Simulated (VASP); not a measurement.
# GaN (F-43m) in VASP: notebook, part 2 of 2

VASP 6.6.1. The steps go on from the part before.

## (4) Relaxation of cell and atoms, r2SCAN

POSCAR

```
GaN
1.0
    0.0000000000      2.2535006100      2.2535006100
    2.2535006100      0.0000000000      2.2535006100
    2.2535006100      2.2535006100      0.0000000000
Ga N
1 1
Direct
    0.0000000000      0.0000000000      0.0000000000
    0.2500000000      0.2500000000      0.2500000000
```

INCAR.step1

```
PREC = Accurate
ENCUT = 600
ISMEAR = 0
SIGMA = 0.02
LREAL = False
LASPH = True
NELM = 60
GGA = PE
ALGO = Normal
EDIFF = 1E-4
LWAVE = True
LCHARG = False
```

INCAR.step2

```
PREC = Accurate
ENCUT = 600
EDIFF = 1E-6
ISMEAR = 0
SIGMA = 0.02
LREAL = False
LASPH = True
NELM = 60
ALGO = Normal
ISIF = 3
LWAVE = False
LCHARG = False
METAGGA = R2SCAN
LMIXTAU = True
IBRION = 2
NSW = 100
EDIFFG = -0.002
ISTART = 1
```

KPOINTS

```
regular mesh
0
Gamma
  10 10 10
```

Potentials or basis: VASP PAW PBE potentials, release 64 (Ga_d, N).

Command:

```
$ cat potpaw_PBE.64/Ga_d/POTCAR potpaw_PBE.64/N/POTCAR > POTCAR
$ cp INCAR.step1 INCAR
$ mpirun -np 1 vasp_std > vasp.out
$ cp INCAR.step2 INCAR
$ mpirun -np 1 vasp_std > vasp.out
```

OUTCAR:

```text
PREC = Accurate
   ENCUT = 600
   EDIFF = 1E-6
   ISMEAR = 0
   LREAL = False
   LASPH = True
   NELM = 60
   ISIF = 3
   METAGGA = R2SCAN
   IBRION = 2
   NSW = 100
   EDIFFG = -0.002
   ISTART = 1

 ion  position               nearest neighbor table
   1  0.000  0.000  0.000-   2 1.95   2 1.95   2 1.95   2 1.95
   2  0.250  0.250  0.250-   1 1.95   1 1.95   1 1.95   1 1.95

  LATTYP: Found a face centered cubic cell.
 ALAT       =     4.5070012200

  Lattice vectors:

[... 563 lines left out ...]
      7      -0.1060      2.00000
      8       2.4843      2.00000
      9       2.8039      2.00000
     10       9.9357      0.00000
     11      12.7774      0.00000
     12      16.5554      0.00000
     13      18.7473      0.00000

 [... further k-points ...]
[... 5 lines left out ...]
  --------------------------------------------------------------------------------------
  -------------------------------------------------------------------------------------
  Total        0.0010414      0.0010414      0.0010414     -0.0000000     -0.0000000      0.0000000
  in kB        0.0728968      0.0728968      0.0728968     -0.0000000     -0.0000000      0.0000000
  external PRESSURE =       0.0728968 kB  Pullay stress =       0.0000000 kB

 VOLUME and BASIS-vectors are now :
 -----------------------------------------------------------------------------
  energy-cutoff  :      600.00
  volume of cell :       22.89
      direct lattice vectors                 reciprocal lattice vectors
     0.000000000  2.253500610  2.253500610    -0.221877020  0.221877020  0.221877020
     2.253500610  0.000000000  2.253500610     0.221877020 -0.221877020  0.221877020
     2.253500610  2.253500610  0.000000000     0.221877020  0.221877020 -0.221877020

 POSITION                                       TOTAL-FORCE (eV/Angst)
 -----------------------------------------------------------------------------------
      0.00000      0.00000      0.00000         0.000000     -0.000000     -0.000000
      1.12675      1.12675      1.12675        -0.000000      0.000000      0.000000
 -----------------------------------------------------------------------------------
    total drift:                                0.000018      0.000018      0.000018

  FREE ENERGIE OF THE ION-ELECTRON SYSTEM (eV)
  ---------------------------------------------------
  free  energy   TOTEN  =       -21.8981990554 eV

  energy  without entropy=      -21.8981990554  energy(sigma->0) =      -21.89819906

 reached required accuracy - stopping structural energy minimisation
```

OUTCAR.step1:

```text
PREC = Accurate
   ENCUT = 600
   ISMEAR = 0
   LREAL = False
   LASPH = True
[... 606 lines left out ...]
      0.00000      0.00000      0.00000        -0.000000     -0.000000     -0.000000
      1.12675      1.12675      1.12675         0.000000      0.000000      0.000000
 -----------------------------------------------------------------------------------
    total drift:                                0.000001      0.000001      0.000001

  FREE ENERGIE OF THE ION-ELECTRON SYSTEM (eV)
  ---------------------------------------------------
  free  energy   TOTEN  =       -12.1446870525 eV

  energy  without entropy=      -12.1446870525  energy(sigma->0) =      -12.14468705
```

OSZICAR.step1:

```text
N       E                     dE             d eps       ncg     rms          rms(c)
DAV:   1     0.918943437034E+02    0.91894E+02   -0.10580E+04  1331   0.271E+03
DAV:   2    -0.652396501996E+01   -0.98418E+02   -0.93542E+02  1387   0.378E+02
DAV:   3    -0.140152569577E+02   -0.74913E+01   -0.74440E+01  1397   0.949E+01
DAV:   4    -0.141433937284E+02   -0.12814E+00   -0.12799E+00  1449   0.132E+01
DAV:   5    -0.141455145831E+02   -0.21209E-02   -0.21208E-02  1372   0.155E+00    0.771E+00
DAV:   6    -0.121388950873E+02    0.20066E+01   -0.60010E+00  1883   0.494E+01    0.264E+00
DAV:   7    -0.121518721773E+02   -0.12977E-01   -0.36920E-01  1232   0.827E+00    0.175E+00
DAV:   8    -0.121494007054E+02    0.24715E-02   -0.69494E-02  1378   0.461E+00    0.768E-01
DAV:   9    -0.121444566293E+02    0.49441E-02   -0.21916E-02  1853   0.389E+00    0.186E-01
DAV:  10    -0.121447555986E+02   -0.29897E-03   -0.18321E-03  1428   0.719E-01    0.655E-02
DAV:  11    -0.121446870525E+02    0.68546E-04   -0.27786E-04  1085   0.319E-01
   1 F= -.12144687E+02 E0= -.12144687E+02  d E =-.936519E-21
```

Run time: 2.1 min. Hardware: 1 thread of Intel Xeon 8259CL, shared host; peak memory 0.18 GiB.

Results:

```yaml
Free_energy: -21.8982 eV
Pressure_after_relaxing: 0.0 GPa
Band_gap_on_the_k_mesh: 2.12 eV
```

Final structure:
```
Ga N
1.0
     0.00000    2.25350    2.25350
     2.25350    0.00000    2.25350
     2.25350    2.25350    0.00000
Ga N
1 1
Cartesian
  0.0000 0.0000 0.0000
  1.1267 1.1267 1.1267
```

Levels at points of the mesh, in eV from the valence-band top:
```tsv
k point	band 6	band 7	band 8	band 9	band 10	band 11	band 12	band 13
(0.00, 0.00, 0.00)	-13.48	0.00	0.00	0.00	2.12	11.00	11.00	11.00
(0.50, 0.00, 0.00)	-12.35	-7.15	-1.00	-1.00	5.16	9.44	11.00	11.00
(0.50, 0.50, 0.00)	-11.97	-6.22	-2.78	-2.78	3.77	7.24	12.58	14.94
```

Caveat: the relaxation stopped at its first step, so nothing moved; the PAW data sets were made with another functional, which shifts forces and pressure a little.

## (5) The runs side by side

```csv
task,cell,k mesh,cutoff (eV),smearing,gap on the mesh (eV),pressure (GPa)
single point,"a = 3.187 Å, angles 60.0°, 2 atoms",8 × 8 × 8,520,gaussian 0.1 eV,2.12,-0.1
single point,"a = 3.181 Å, angles 60.0°, 2 atoms",10 × 10 × 10,520,gaussian 0.02 eV,2.16,1.0
relaxation of cell and atoms,"relaxed from a = 3.187 Å, angles 60.0°, 2 atoms",10 × 10 × 10,600,gaussian 0.02 eV,2.12,0.0
```

Alike in all rows: level r2SCAN; potentials or basis VASP PAW PBE potentials, release 64 (Ga_d, N); no spin polarisation.

Caveats: the PAW data sets were made with another functional, which shifts forces and pressure a little; the relaxation stopped at its first step, so nothing moved (at least some runs).

Absolute energies hang on the potentials; compare differences alone.
